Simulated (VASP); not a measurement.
# K: single point with r2SCAN

K:

```xyz
1
Lattice="-2.6699 2.6699 2.6699 2.6699 -2.6699 2.6699 2.6699 2.6699 -2.6699" Properties=species:S:1:pos:R:3 pbc="T T T"
K     0.0000    0.0000    0.0000
```

```json
{
  "Program": "VASP 6.6.1",
  "Task": "single point",
  "Functional": "r2SCAN",
  "Potentials or basis": "VASP PAW PBE potentials, release 64 (K_sv)",
  "Cutoff": "520 eV",
  "k mesh": "5 × 5 × 5",
  "Occupations": "fermi-dirac, width 0.1 eV",
  "Spin": "no spin polarisation"
}
```

```yaml
Pressure: 0.0 GPa
```

Levels at points of the mesh, in eV from the Fermi level:
```tsv
k point	band 1	band 2	band 3	band 4	band 5	band 6	band 7	band 8
(0.00, 0.00, 0.00)	-33.69	-16.36	-16.36	-16.36	-2.26	4.71	4.71	4.71
```

Run time: 30 s on 1 thread of Intel Xeon 6975P-C, with other jobs on the host, peak memory 0.21 GiB.

Caveat: the PAW data sets were made with another functional, which shifts forces and pressure a little.
